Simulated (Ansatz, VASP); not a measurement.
# MgO: VASP beside Ansatz

File INCAR:

```
  PREC = Accurate
  ENCUT = 600
  EDIFF = 1E-6
  ISMEAR = 0
  SIGMA = 0.05
  LREAL = F
  LASPH = T
  NELM = 120
  ALGO = Normal
  ISIF = 2
  LWAVE = F
  LCHARG = F
  GGA = PE
  NBANDS = 11
  GGA_COMPAT = F
```

KPOINTS

```
Automatic mesh
0
Gamma
  10 10 10
```

Contents of POSCAR:

```
MgO
1.0
    0.0000000000      2.1351500000      2.1351500000
    2.1351500000      0.0000000000      2.1351500000
    2.1351500000      2.1351500000      0.0000000000
Mg O
1 1
Direct
    0.0000000000      0.0000000000      0.0000000000
    0.5000000000      0.5000000000      0.5124190358
```

Input for Ansatz:

```yaml
crystal:
  lattice:
    - [0.0, 2.13515, 2.13515]
    - [2.13515, 0.0, 2.13515]
    - [2.13515, 2.13515, 0.0]
  atoms:
    - { symbol: Mg, position: [0.0, 0.0, 0.0] }
    - { symbol: O, position: [0.5, 0.5, 0.5124190358] }
basis:
  ecutwfc: 420
kpoints:
  mp_grid: { grid: [10, 10, 10] }
hamiltonian:
  xc: pbe
scf:
  occupations: { method: gaussian, width: 0.05 }
output:
  forces: true
  stress: true
  eigenvalues: true
```

Change from the starting cell: all O atoms moved +0.037 Å, as atom 2 along Cartesian [1 1 0].

Alike in both runs: task single point; functional PBE; k mesh 10 × 10 × 10; occupations gaussian, width 0.05 eV; no spin polarisation.

|  | VASP | Ansatz |
| --- | --- | --- |
| version | VASP 6.6.1 | Ansatz 0.2.0 |
| potentials or method | VASP PAW PBE potentials, release 64 (Mg, O), cutoff 600 eV | scalar-relativistic, plane waves, PAW |
| valence electrons in the cell | 8 | 16 |

VASP gave:

- gap on the k mesh at the Fermi level (eV): 4.34
- least direct gap on the mesh (eV): 4.34
- pressure (GPa): -2.6
- traceless stress, the component that is largest in VASP (GPa): -0.14
- rms of the force components (eV/Å): 0.098

Task: What did Ansatz give for the same quantities?

Result: gap on the k mesh at the Fermi level (eV): 4.35; least direct gap on the mesh (eV): 4.35; pressure (GPa): -1.6; traceless stress, the component that is largest in VASP (GPa): -0.14; rms of the force components (eV/Å): 0.096.

Atom by atom the forces differ by 0.001 eV/Å (rms over components). VASP's potentials hold 8 valence electrons a cell and Ansatz's 16, so a difference there can come from the potentials and not from the codes.
